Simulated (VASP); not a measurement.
Set up this calculation in VASP 6.6.1, as the native input.

```
Task                   : single point
Functional             : PBE
Potentials or basis    : VASP PAW PBE potentials, release 64 (Ti_sv, O)
Cutoff                 : 520 eV
k mesh                 : 6 × 6 × 6
Occupations            : gaussian, width 0.05 eV
Spin                   : no spin polarisation
Hubbard terms          : Ti d U = 4.0 eV
Dipole correction      : no
Further INCAR settings : ALGO = Normal; EDIFF = 1e-06; NBANDS = 33
```

The structure of TiO2 lies in POSCAR:

```
TiO2
1.0
    2.7694294151     -2.7695063740     -0.0206655901
    2.7694294151      2.7695063740     -0.0206655901
   -2.7318590789      0.0000000000      5.0374958942
Ti O
2 4
Direct
    0.1250069486      0.8749930514      0.2500000000
    0.8749930514      0.1250069486      0.7500000000
    0.3394254028      0.0894486781      0.6788605275
    0.6605745972      0.9105513219      0.3211394725
    0.9105513219      0.6605745972      0.8211394725
    0.0894486781      0.3394254028      0.1788605275
```

This cell differs from its parent crystal: atoms shifted along a free coordinate.

One way to write it, as run:

INCAR

```
SYSTEM = TiO2
PREC = Accurate ; ENCUT = 520
EDIFF = 1E-6 ; ISMEAR = 0
SIGMA = 0.05 ; LREAL = .False.
LASPH = .True. ; NELM = 150
ALGO = Normal ; ISIF = 2
LWAVE = .False. ; LCHARG = .True.
LMAXMIX = 4 ; LDAU = .True.
LDAUTYPE = 2 ; LDAUL = 2 -1
LDAUU = 4 0 ; LDAUJ = 0 0
LDAUPRINT = 1 ; GGA = PE
LELF = .True. ; LVHAR = .True.
NBANDS = 33
```

KPOINTS

```
regular mesh
0
Gamma
  6 6 6
  0 0 0
```

Potentials or basis: VASP PAW PBE potentials, release 64 (Ti_sv, O).

The run is started by

```sh
$ cat potpaw_PBE.64/Ti_sv/POTCAR potpaw_PBE.64/O/POTCAR > POTCAR
$ mpirun -np 1 vasp_std > vasp.out
```

It gave:

```
Pressure               : -12.6 GPa
Largest force          : 1.116 eV/Å
Band gap on the k mesh : 2.13 eV (least direct gap 2.62 eV)
```

Caveat: the cell differs from its parent crystal (atoms shifted along a free coordinate); the stress differs along the axes, from -18 to -10 GPa; forces of over 1 eV/Å act on the atoms, so gaps and moduli don't describe the material at rest.

Wall time 100 s on 1 thread of Intel(R) Xeon(R) 6975P-C (Granite Rapids), with other jobs on the host, peak memory 0.28 GiB.
